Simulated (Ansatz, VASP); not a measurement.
ZnSe3: VASP beside Ansatz

INCAR

```
SYSTEM = ZnSe3
  PREC = Accurate
  ENCUT = 500
  EDIFF = 1E-7
  ISMEAR = 0
  SIGMA = 0.1
  LREAL = .FALSE.
  LASPH = .TRUE.
  NELM = 120
  ALGO = Normal
  ISIF = 3
  LWAVE = .FALSE.
  LCHARG = .FALSE.
  GGA = PE
  IBRION = 2
  NSW = 100
  EDIFFG = -0.01
  GGA_COMPAT = .FALSE.
  NELMIN = 4
```

Contents of KPOINTS:

```
regular mesh
0
G
  12 12 12
  0 0 0
```

File POSCAR:

```
ZnSe3
1.0
    4.3209656910      0.0000000000      0.0000000000
    0.0000000000      4.3209656910      0.0000000000
    0.0000000000      0.0000000000      4.3209656910
Zn Se
1 3
Direct
    0.0000000000      0.0000000000      0.0000000000
    0.5000000000      0.0000000000      0.5000000000
    0.0000000000      0.5000000000      0.5000000000
    0.5000000000      0.5000000000      0.0000000000
```

Input for Ansatz:

```yaml
crystal:
  lattice:
    - [4.320965691, 0.0, 0.0]
    - [0.0, 4.320965691, 0.0]
    - [0.0, 0.0, 4.320965691]
  atoms:
    - { symbol: Zn, position: [0.0, 0.0, 0.0] }
    - { symbol: Se, position: [0.5, 0.0, 0.5] }
    - { symbol: Se, position: [0.0, 0.5, 0.5] }
    - { symbol: Se, position: [0.5, 0.5, 0.0] }
basis:
  ecutwfc: 420
kpoints:
  mp_grid: { grid: [12, 12, 12] }
hamiltonian:
  xc: pbe
scf:
  occupations: { method: gaussian, width: 0.1 }
  algorithm: direct_min
output:
  forces: true
  eigenvalues: true
  stress: true
relax:
  adjacent_minimum: "off"
  f_tol: 0.01
  max_steps: 80
  cell: { stress_tol: 0.05 }
```

Alike in both runs: task relaxation of cell and atoms; functional PBE; k mesh 12 × 12 × 12; occupations gaussian, width 0.1 eV; no spin polarisation.

|  | VASP | Ansatz |
| --- | --- | --- |
| version | VASP 6.6.1 | Ansatz 0.2.0 |
| potentials or method | VASP PAW PBE potentials, release 64 (Zn, Se), cutoff 500 eV | scalar-relativistic, plane waves, PAW |
| valence electrons in the cell | 30 | 60 |

Ansatz gave:

```
gap on the k mesh at the Fermi level, each at its own relaxed structure (eV) : none
relaxed volume (Å³/atom)                                                     : 20.25
relaxed length of the cell vector where the two differ most in proportion (Å)              : 4.327
```

Problem. Estimate VASP's values.

Solution. gap on the k mesh at the Fermi level, each at its own relaxed structure (eV): none; relaxed volume (Å³/atom): 20.28; relaxed length of the cell vector where the two differ most in proportion (Å): 4.329.

A gap of «none» marks a metal or a gap that the smearing closes. VASP's potentials hold 30 valence electrons a cell and Ansatz's 60, so a difference there can come from the potentials and not from the codes.
